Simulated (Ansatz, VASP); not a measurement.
## One calculation of LiY3, two programs

The input POSCAR:

```
LiY3
1.0
    5.5152240000      0.0000000000      0.0000000000
    2.7576120000      4.7763240916      0.0000000000
    0.0000000000      0.0000000000     21.8805326933
Li Y
2 6
Direct
    0.0000000000      0.0000000000      0.3199190851
    0.3333333333      0.3333333333      0.5257258450
    0.3333333333      0.3333333333      0.3713707750
    0.0000000000      1.0000000000      0.4742741550
    0.6666666667      0.6666666667      0.4228224650
    0.6666666667      0.6666666667      0.5771775350
    0.3333333333      0.3333333333      0.6800809149
    0.0000000000      1.0000000000      0.6286292250
```

INCAR.step1

```
SYSTEM = LiY3
PREC     = Accurate       ! precision mode
ENCUT    = 520            ! plane-wave cutoff, eV
ISMEAR   = 1              ! smearing method
SIGMA    = 0.05           ! smearing width, eV
LREAL    = .FALSE.        ! projectors in reciprocal space
LASPH    = .TRUE.         ! aspherical terms in the spheres
NELM     = 100            ! most SCF steps
LDIPOL   = .TRUE.       
IDIPOL   = 3            
DIPOL    = 0.5 0.5 0.500
NBANDS   = 46             ! bands
GGA      = PE             ! functional
ALGO     = Normal         ! electronic algorithm
EDIFF    = 1E-4           ! SCF threshold, eV
LWAVE    = .TRUE.         ! write WAVECAR
LCHARG   = .FALSE.        ! write CHGCAR
```

File INCAR.step2:

```
SYSTEM = LiY3
PREC     = Accurate       ! precision mode
ENCUT    = 520            ! plane-wave cutoff, eV
EDIFF    = 1E-6           ! SCF threshold, eV
ISMEAR   = 1              ! smearing method
SIGMA    = 0.05           ! smearing width, eV
LREAL    = .FALSE.        ! projectors in reciprocal space
LASPH    = .TRUE.         ! aspherical terms in the spheres
NELM     = 100            ! most SCF steps
ALGO     = Normal         ! electronic algorithm
ISIF     = 2              ! what is computed and relaxed
LWAVE    = .FALSE.        ! write WAVECAR
LCHARG   = .TRUE.         ! write CHGCAR
LDIPOL   = .TRUE.       
IDIPOL   = 3            
DIPOL    = 0.5 0.5 0.500
METAGGA  = R2SCAN         ! meta-GGA
LMIXTAU  = .TRUE.       
LELF     = .TRUE.         ! ELF
LVHAR    = .TRUE.       
LVACPOTAV= .TRUE.       
NBANDS   = 46             ! bands
ISTART   = 1
```

KPOINTS

```
regular mesh
0
G
  4 4 1
  0 0 0
```

Input for Ansatz:

```yaml
crystal:
  lattice:
    - [5.515224, 0.0, 0.0]
    - [2.7576120000000004, 4.7763240915616265, 0.0]
    - [0.0, 0.0, 21.880532693338438]
  atoms:
    - { symbol: Li, position: [0.0, 0.0, 0.3199190850655642] }
    - { symbol: "Y", position: [0.3333333333333334, 0.33333333333333326, 0.3713707750468316] }
    - { symbol: "Y", position: [1.2456581972413308e-17, 0.9999999999999998, 0.4742741550093663] }
    - { symbol: "Y", position: [0.6666666666666669, 0.6666666666666665, 0.42282246502809895] }
    - { symbol: Li, position: [0.3333333333333336, 0.33333333333333326, 0.5257258449906336] }
    - { symbol: "Y", position: [0.6666666666666669, 0.6666666666666665, 0.5771775349719009] }
    - { symbol: "Y", position: [0.3333333333333337, 0.33333333333333304, 0.6800809149344357] }
    - { symbol: "Y", position: [1.2456581972413308e-17, 0.9999999999999998, 0.6286292249531683] }
kpoints:
  mp_grid:
    grid: [4, 4, 1]
hamiltonian:
  xc: r2scan
efield:
  axis: 3
  dipole_correction: true
scf:
  convergence:
    dr2_threshold: 1.0e-07
  occupations:
    method: methfessel_paxton
    width: 0.05
output:
  write_potential: true
  forces: true
```

Alike in both runs: task single point; functional r2SCAN; k mesh 4 × 4 × 1; occupations methfessel-paxton of order 1, width 0.05 eV; no spin polarisation.

|  | VASP | Ansatz |
| --- | --- | --- |
| version | VASP 6.6.1 | Ansatz 0.2.0 |
| potentials or method | VASP PAW PBE potentials, release 64 (Li_sv, Y_sv) | plane waves, PAW |
| plane-wave cutoff (eV) | 520 | 500 |
| valence electrons in the cell | 72 | 72 |

|  | VASP | Ansatz | Ansatz less VASP |
| --- | --- | --- | --- |
| rms of the force components (eV/Å) | 0.207 | 0.209 | +0.0019 |

VASP's potentials were made for PBE, not for r2SCAN. The functional is the same, so the differences come from potentials, cutoffs and numerics. Ansatz's warnings: vacuum density over bound, xc potential rough in thin density.

Noted on VASP's run: the cutoff is under 1.25 times that of the potentials, so the pressure is a little rough.
